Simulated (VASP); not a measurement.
A run of VASP 6.6.1:

INCAR

```
SYSTEM = Sn
PREC = Accurate
ENCUT = 520
EDIFF = 1E-6
ISMEAR = 0
SIGMA = 0.15
LREAL = .FALSE.
LASPH = .TRUE.
NELM = 80
ALGO = Fast
ISIF = 2
LWAVE = .FALSE.
LCHARG = .TRUE.
GGA = PE
LELF = .TRUE.
LVHAR = .TRUE.
NBANDS = 21
```

File KPOINTS:

```
Automatic mesh
0
G
  12 12 12
  0 0 0
```

Contents of POSCAR:

```
Sn
1.0
    0.0000000000      3.1969160000      3.2456000000
    3.2942840000      0.0000000000      3.2456000000
    3.2942840000      3.1969160000      0.0000000000
Sn
2
Direct
    0.5000000000      0.5000000000      0.5000000000
    0.7500000000      0.7500000000      0.7500000000
```

Potentials or basis: VASP PAW PBE potentials, release 64 (Sn_d).

Launch:

```console
$ cat potpaw_PBE.64/Sn_d/POTCAR > POTCAR
$ mpirun -np 1 vasp_std > vasp.out
```

Hardware: 1 thread of Intel(R) Xeon(R) 6975P-C (Granite Rapids) (shared host).

Task: Estimate the wall time of this run.

Result: It took 3 min on 1 thread of Intel(R) Xeon(R) 6975P-C (Granite Rapids), on a shared host, peak memory 0.43 GiB. Counts: scf iterations 13, k points 280.
